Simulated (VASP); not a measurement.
# K2S (Fm-3m) in VASP: single point with PBE

Aim: the single point of K2S with PBE.

All numbers are computed with VASP 6.6.1; they aren't measurements. Logs are shortened: lines on timing, memory, paths and dates and some standing lists are left out, and cuts for length are marked.

### Step 1. The cell of the first run

The structure is cubic, space group Fm-3m (No. 225). Conventional cell: a = 7.462 Å, b = 7.462 Å, c = 7.462 Å, α = 90.00°, β = 90.00°, γ = 90.00°. Within 4.3 Å of K (site symmetry -43m) lie 4 S at 3.23 Å and 6 K at 3.73 Å. Within 4.3 Å of S (site symmetry m-3m) lie 8 K at 3.23 Å.

### Step 2. Single point, PBE

Contents of INCAR:

```
ALGO = Normal
EDIFF = 1E-6
ENCUT = 500
GGA = PE
GGA_COMPAT = F
ISIF = 2
ISMEAR = 0
LASPH = T
LCHARG = F
LREAL = Auto
LUSENCCL = F
LWAVE = F
NBANDS = 222
NELM = 120
PREC = Accurate
SIGMA = 0.01
```

Contents of KPOINTS:

```
Automatic mesh
0
Gamma
  2 2 2
  0.5 0.5 0.5
```

Contents of POSCAR:

```
K2S
1.0
    7.4620771295      7.4620771295      7.4620771295
   -7.4620771295      7.4620771295     -7.4620771295
   -7.4620771295     -7.4620771295      7.4620771295
K S
32 16
Direct
    0.7500000000      0.0000000000      0.0000000000
    0.7500000000      0.7500000000      0.2500000000
    0.0000000000      0.7500000000      0.0000000000
    0.7500000000      0.5000000000      0.5000000000
    0.0000000000      0.5000000000      0.2500000000
    0.2500000000      0.5000000000      0.0000000000
    0.7500000000      0.2500000000      0.7500000000
    0.0000000000      0.2500000000      0.5000000000
    0.2500000000      0.2500000000      0.2500000000
    0.5000000000      0.2500000000      0.0000000000
    0.0000000000      0.0000000000      0.7500000000
    0.2500000000      0.0000000000      0.5000000000
    0.5000000000      0.0000000000      0.2500000000
    0.2500000000      0.7500000000      0.7500000000
    0.5000000000      0.7500000000      0.5000000000
    0.5000000000      0.5000000000      0.7500000000
    0.2500000000      0.0000000000      0.0000000000
    0.2500000000      0.7500000000      0.2500000000
    0.5000000000      0.7500000000      0.0000000000
    0.2500000000      0.5000000000      0.5000000000
    0.5000000000      0.5000000000      0.2500000000
    0.7500000000      0.5000000000      0.0000000000
    0.2500000000      0.2500000000      0.7500000000
    0.5000000000      0.2500000000      0.5000000000
    0.7500000000      0.2500000000      0.2500000000
    0.0000000000      0.2500000000      0.0000000000
    0.5000000000      0.0000000000      0.7500000000
    0.7500000000      0.0000000000      0.5000000000
    0.0000000000      0.0000000000      0.2500000000
    0.7500000000      0.7500000000      0.7500000000
    0.0000000000      0.7500000000      0.5000000000
    0.0000000000      0.5000000000      0.7500000000
    0.5000000000      0.7500000000      0.7500000000
    0.5000000000      0.5000000000      0.0000000000
    0.7500000000      0.5000000000      0.7500000000
    0.5000000000      0.2500000000      0.2500000000
    0.7500000000      0.2500000000      0.0000000000
    0.0000000000      0.2500000000      0.7500000000
    0.5000000000      0.0000000000      0.5000000000
    0.7500000000      0.0000000000      0.2500000000
    0.0000000000      0.0000000000      0.0000000000
    0.2500000000      0.0000000000      0.7500000000
    0.7500000000      0.7500000000      0.5000000000
    0.0000000000      0.7500000000      0.2500000000
    0.2500000000      0.7500000000      0.0000000000
    0.0000000000      0.5000000000      0.5000000000
    0.2500000000      0.5000000000      0.2500000000
    0.2500000000      0.2500000000      0.5000000000
```

Potentials or basis: VASP PAW PBE potentials, release 64 (K_sv, S).

The run is started by

```bash
> cat potpaw_PBE.64/K_sv/POTCAR potpaw_PBE.64/S/POTCAR > POTCAR
> mpirun -np 1 vasp_std > vasp.out
```

OUTCAR:

```text
EDIFF = 1E-6
   ENCUT = 500
   GGA = PE
   ISIF = 2
   ISMEAR = 0
   LASPH = T
   LREAL = Auto
   NELM = 120
   PREC = Accurate

 ion  position               nearest neighbor table
   1  0.750  0.000  0.000-  33 3.23  37 3.23  40 3.23  41 3.23  29 3.73  30 3.73  19 3.73  25 3.73
                            26 3.73  27 3.73
   2  0.750  0.750  0.250-  34 3.23  40 3.23  43 3.23  44 3.23  29 3.73  31 3.73  19 3.73  21 3.73
                            22 3.73  28 3.73
   3  0.000  0.750  0.000-  35 3.23  41 3.23  44 3.23  45 3.23  30 3.73  32 3.73  17 3.73  18 3.73
                            22 3.73  29 3.73
   4  0.750  0.500  0.500-  35 3.23  36 3.23  43 3.23  46 3.23  31 3.73  32 3.73  21 3.73  24 3.73
                            25 3.73  30 3.73
   5  0.000  0.500  0.250-  37 3.23  44 3.23  46 3.23  47 3.23  26 3.73  31 3.73  18 3.73  20 3.73
                            22 3.73  25 3.73
   6  0.250  0.500  0.000-  34 3.23  38 3.23  45 3.23  47 3.23  26 3.73  32 3.73  18 3.73  19 3.73
                            21 3.73  23 3.73
   7  0.750  0.250  0.750-  35 3.23  37 3.23  38 3.23  39 3.23  28 3.73  32 3.73  22 3.73  24 3.73
                            26 3.73  27 3.73
   8  0.000  0.250  0.500-  38 3.23  40 3.23  46 3.23  48 3.23  29 3.73  32 3.73  20 3.73  23 3.73
                            25 3.73  28 3.73
   9  0.250  0.250  0.250-  36 3.23  41 3.23  47 3.23  48 3.23  26 3.73  29 3.73  17 3.73  20 3.73
[... 75 lines left out ...]
  47  0.250  0.500  0.250-   5 3.23   6 3.23   9 3.23  15 3.23  18 3.23  20 3.23  21 3.23  26 3.23

  48  0.250  0.250  0.500-   8 3.23   9 3.23  12 3.23  16 3.23  20 3.23  23 3.23  24 3.23  29 3.23

  LATTYP: Found a body centered cubic cell.
 ALAT       =    14.9241542590

  Lattice vectors:

 A1 = (   7.4620771295,   7.4620771295,   7.4620771295)
 A2 = (  -7.4620771295,   7.4620771295,  -7.4620771295)
 A3 = (  -7.4620771295,  -7.4620771295,   7.4620771295)

Analysis of symmetry for initial positions (statically):
=====================================================================
 Subroutine PRICEL returns following result:

  LATTYP: Found a face centered cubic cell.
 ALAT       =     7.4620771295

  Lattice vectors:

 A1 = (  -3.7310385647,   0.0000000000,  -3.7310385647)
 A2 = (   0.0000000000,  -3.7310385647,  -3.7310385648)
 A3 = (  -3.7310385647,  -3.7310385647,   0.0000000000)

  16 primitive cells build up your supercell.

 Routine SETGRP: Setting up the symmetry group for a
 body centered cubic supercell.

 Subroutine GETGRP returns: Found 48 space group operations
 (whereof 48 operations were pure point group operations)
 out of a pool of 48 trial point group operations.

The static configuration has the point symmetry O_h .

Analysis of symmetry for dynamics (positions and initial velocities):
=====================================================================
 Subroutine PRICEL returns following result:

  LATTYP: Found a face centered cubic cell.
 ALAT       =     7.4620771295

  Lattice vectors:

 A1 = (  -3.7310385647,   0.0000000000,  -3.7310385647)
 A2 = (   0.0000000000,  -3.7310385647,  -3.7310385648)
 A3 = (  -3.7310385647,  -3.7310385647,   0.0000000000)

  16 primitive cells build up your supercell.

 Routine SETGRP: Setting up the symmetry group for a
 body centered cubic supercell.

 Subroutine GETGRP returns: Found 48 space group operations
 (whereof 48 operations were pure point group operations)
 out of a pool of 48 trial point group operations.

The dynamic configuration has the point symmetry O_h .

 Subroutine INISYM returns: Found 48 space group operations
 (whereof 48 operations are pure point group operations),
 and found    16 'primitive' translations

----------------------------------------------------------------------------------------

                                     Primitive cell

  volume of cell :     103.8770

  direct lattice vectors                    reciprocal lattice vectors
    -3.731038565  0.000000000 -3.731038565    -0.134010944  0.134010944 -0.134010944
     0.000000000 -3.731038565 -3.731038565     0.134010944 -0.134010944 -0.134010944
    -3.731038565 -3.731038565  0.000000000    -0.134010944 -0.134010944  0.134010944

  length of vectors
     5.276485340  5.276485340  5.276485340     0.232113764  0.232113764  0.232113764

  position of ions in fractional coordinates (direct lattice)
     0.250000000  0.250000000  0.250000000
     0.750000000  0.750000000  0.750000000
     0.000000000  0.000000000  0.000000000

  ion indices of the primitive-cell ions
   primitive index   ion index
                 1           1
                 2          30
                 3          41

----------------------------------------------------------------------------------------

 KPOINTS: Automatic mesh

Automatic generation of k-mesh.
 Grid dimensions read from file:
 generate k-points for:    2    2    2

 Generating k-lattice:

  Cartesian coordinates                     Fractional coordinates (reciprocal lattice)
     0.000000000  0.033502736  0.033502736     0.500000000  0.000000000  0.000000000
    -0.033502736  0.033502736  0.000000000     0.000000000  0.500000000  0.000000000
    -0.033502736  0.000000000  0.033502736     0.000000000  0.000000000  0.500000000

  Length of vectors
     0.047380024  0.047380024  0.047380024

  Shift w.r.t. Gamma in fractional coordinates (k-lattice)
     0.500000000  0.500000000  0.500000000

 Subroutine IBZKPT returns following result:
 ===========================================

 Found      2 irreducible k-points:

 Following reciprocal coordinates:
            Coordinates               Weight
  0.250000  0.250000  0.250000      2.000000
 -0.250000  0.250000  0.250000      6.000000
   k-points           NKPTS =      2   k-points in BZ     NKDIM =      2   number of bands    NBANDS=    222
   number of dos      NEDOS =    301   number of ions     NIONS =     48
   total plane-waves  NPLWV = 884736
   dimension x,y,z NGX =    96 NGY =   96 NGZ =   96
   dimension x,y,z NGXF=   192 NGYF=  192 NGZF=  192
   ions per type =              32  16
   NGX,Y,Z   is equivalent  to a cutoff of  12.35, 12.35, 12.35 a.u.
   NGXF,Y,Z  is equivalent  to a cutoff of  24.70, 24.70, 24.70 a.u.
 SYSTEM =  unknown system
   PREC   = accura    normal or accurate (medium, high low for compatibility)
   ISTART =      0    job   : 0-new  1-cont  2-samecut
   ICHARG =      2    charge: 1-file 2-atom 10-const
   ISPIN  =      1    spin polarized calculation?
   LNONCOLLINEAR =      F non collinear calculations
   LSORBIT =      F    spin-orbit coupling
   LASPH  =      T    aspherical Exc in radial PAW
   ENCUT  =  500.0 eV  36.75 Ry    6.06 a.u.  23.56 23.56 23.56*2*pi/ulx,y,z
   NELM   =    120;   NELMIN=  2; NELMDL= -5     # of ELM steps
   EDIFF  = 0.1E-05   stopping-criterion for ELM
   LREAL  =      T    real-space projection
   EDIFFG = 0.1E-04   stopping-criterion for IOM
   NSW    =      0    number of steps for IOM
   IBRION =     -1    ionic relax: 0-MD 1-quasi-New 2-CG
   NFREE  =      0    steps in history (QN), initial steepest desc. (CG)
   ISIF   =      2    stress and relaxation
   ISYM   =      2    0-nonsym 1-usesym 2-fastsym
   POTIM  = 0.5000    time-step for ionic-motion
   TEBEG  =    0.0;   TEEND  =   0.0 temperature during run
   PSTRESS=    0.0 pullay stress
   NELECT =     384.0000    total number of electrons
   NUPDOWN=      -1.0000    fix difference up-down
   EMIN   =  10.00;   EMAX   =-10.00  energy-range for DOS
   EFERMI =   0.00;   METHOD = LEGACY
   ISMEAR =     0;   SIGMA  =   0.01  broadening in eV -4-tet -1-fermi 0-gaus
   EFERMI_NEDOS =   21; number of points for ismear=-14 and -15
   IALGO  =     38    algorithm
   IMIX   =      4    mixing-type and parameters
     AMIX     =   0.40;   BMIX     =  1.00
     AMIX_MAG =   1.60;   BMIX_MAG =  1.00
  volume/ion in A,a.u.               =      34.63       233.67
  Fermi-wavevector in a.u.,A,eV,Ry     =   1.004551  1.898327 13.729960  1.009124
  Thomas-Fermi vector in A             =   2.137174
   LORBIT       =      0    0 simple, 1 ext, 2 COOP (PROOUT), +10 PAW based schemes
   GGA     = PE    functional components
   LHFCALC =     F    Hartree Fock is set to
   AEXX    =    0.0000 exact exchange contribution
   IVDW    =     0    specifies the selected vdW correction
   LEPSILON=     F    determine dielectric tensor
   LRPA    =     F    only Hartree local field effects (RPA)
 non-spin polarized calculation
 Gauss-broadening in eV      SIGMA  =   0.01
  energy-cutoff  :      500.00
  volume of cell :     1662.03
 maximum number of plane-waves:     42263
 NGX is ok and might be reduce to    96
   NGX = 47   NGY = 47   NGZ = 47

 number of electron     384.0000070 magnetization

 Free energy of the ion-electron system (eV)
  ---------------------------------------------------
  ext. energy  EPLUGINS =         0.00000000
  ---------------------------------------------------
  free energy    TOTEN  =      -150.74885396 eV

  energy without entropy =     -150.74885396  energy(sigma->0) =     -150.74885396

 E-fermi :  -0.3711     XC(G=0):  -7.2530

 val. band max:       -0.4310683264   @ k =  -0.2500   0.2500   0.2500
 cond. band min:       2.3219088072   @ k =  -0.2500   0.2500   0.2500
 fundamental gap:      2.7529771336
 Fermi energy:        -0.3711105633

 k-point     1 :       0.2500    0.2500    0.2500
  band No.  band energies     occupation
      1     -29.6759      2.00000
      2     -29.6759      2.00000
      3     -29.6759      2.00000
      4     -29.6759      2.00000
      5     -29.6576      2.00000
      6     -29.6576      2.00000
[... 196 lines left out ...]
    203       3.4980      0.00000
    204       3.4980      0.00000

 k-point     2 :      -0.2500    0.2500    0.2500
  band No.  band energies     occupation
      1     -29.6835      2.00000
      2     -29.6705      2.00000
      3     -29.6705      2.00000
      4     -29.6705      2.00000
      5     -29.6705      2.00000
      6     -29.6649      2.00000
[... 196 lines left out ...]
    203       3.4635      0.00000
    204       3.4635      0.00000
 [bands above 204 left out]

------------------------ aborting loop because EDIFF is reached ----------------------------------------

  FORCE on cell =-STRESS in cart. coord.  units (eV):
  Direction    XX          YY          ZZ          XY          YZ          ZX
  --------------------------------------------------------------------------------------
  -------------------------------------------------------------------------------------
  Total        0.3663625      0.3663625      0.3663625     -0.0000000     -0.0000000     -0.0000000
  in kB        0.3531689      0.3531689      0.3531689     -0.0000000     -0.0000000     -0.0000000
  external PRESSURE =       0.3531689 kB  Pullay stress =       0.0000000 kB

 VOLUME and BASIS-vectors are now :
 -----------------------------------------------------------------------------
  energy-cutoff  :      500.00
  volume of cell :     1662.03
      direct lattice vectors                 reciprocal lattice vectors
     7.462077129  7.462077129  7.462077129     0.000000000  0.067005472  0.067005472
    -7.462077129  7.462077129 -7.462077129    -0.067005472  0.067005472  0.000000000
    -7.462077129 -7.462077129  7.462077129    -0.067005472  0.000000000  0.067005472

 POSITION                                       TOTAL-FORCE (eV/Angst)
 -----------------------------------------------------------------------------------
      5.59656      5.59656      5.59656        -0.000000     -0.000000     -0.000000
     -1.86552      9.32760      1.86552        -0.000000      0.000000     -0.000000
     -5.59656      5.59656     -5.59656        -0.000000      0.000000     -0.000000
     -1.86552      5.59656      5.59656        -0.000000     -0.000000     -0.000000
     -5.59656      1.86552     -1.86552        -0.000000     -0.000000     -0.000000
     -1.86552      5.59656     -1.86552        -0.000000      0.000000     -0.000000
[... 40 lines left out ...]
     -3.73104      3.73104      0.00000         0.000000     -0.000000      0.000000
     -3.73104      0.00000      3.73104         0.000000     -0.000000      0.000000
 -----------------------------------------------------------------------------------
    total drift:                               -0.000000     -0.000000      0.000000

  FREE ENERGIE OF THE ION-ELECTRON SYSTEM (eV)
  ---------------------------------------------------
  free  energy   TOTEN  =      -150.7488539609 eV

  energy  without entropy=     -150.7488539609  energy(sigma->0) =     -150.74885396
```

Run time: 2 min. Hardware: 1 × NVIDIA H100 80GB with 1 thread of Intel Xeon Platinum 8481C at 2.70GHz (Sapphire Rapids), shared host; peak memory 2.2 GiB.

Results:

```yaml
Free_energy: -150.7489 eV
Pressure: 0.0 GPa
Band_gap_on_the_k_mesh: 2.75 eV
```

Caveat: a shifted mesh leaves out Γ, where band edges can lie.
